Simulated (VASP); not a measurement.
Input of a VASP 6.6.1 run:

The input INCAR:

```
ALGO     = Normal         # electronic algorithm
EDIFF    = 1E-7           # SCF threshold, eV
ENCUT    = 520            # plane-wave cutoff, eV
GGA      = PS             # functional
ISIF     = 2              # what is computed and relaxed
ISMEAR   = -1             # smearing method
LASPH    = True           # aspherical terms in the spheres
LCHARG   = False          # write CHGCAR
LREAL    = False          # projectors in reciprocal space
LWAVE    = False          # write WAVECAR
NBANDS   = 16             # bands
NELM     = 100            # most SCF steps
PREC     = Accurate       # precision mode
SIGMA    = 0.08           # smearing width, eV
```

KPOINTS

```
k-points
0
Gamma
  8 8 5
```

The input POSCAR:

```
Cs
1.0
    4.7484336363      0.0000000000      0.0000000000
   -2.3742168182      4.1122641572      0.0000000000
    0.0000000000      0.0000000000      7.6924624909
Cs
2
Direct
    0.3333333333      0.6666666667      0.2500000000
    0.6666666667      0.3333333333      0.7500000000
```

Potentials or basis: VASP PAW PBE potentials, release 64 (Cs_sv).

Command:

```console
$ cat potpaw_PBE.64/Cs_sv/POTCAR > POTCAR
$ mpirun -np 1 vasp_std > vasp.out
```

Q: Predict the pressure.

A: 1.3 GPa.

Q: What does it give for the band gap on the k mesh?

A: Zero (band 9 reaches 2.19 eV, above the bottom of band 10 at 0.79 eV).

Caveat: the PAW data sets were made with another functional, which shifts forces and pressure a little; spin-orbit coupling is left out, which moves the levels of the heavy elements.
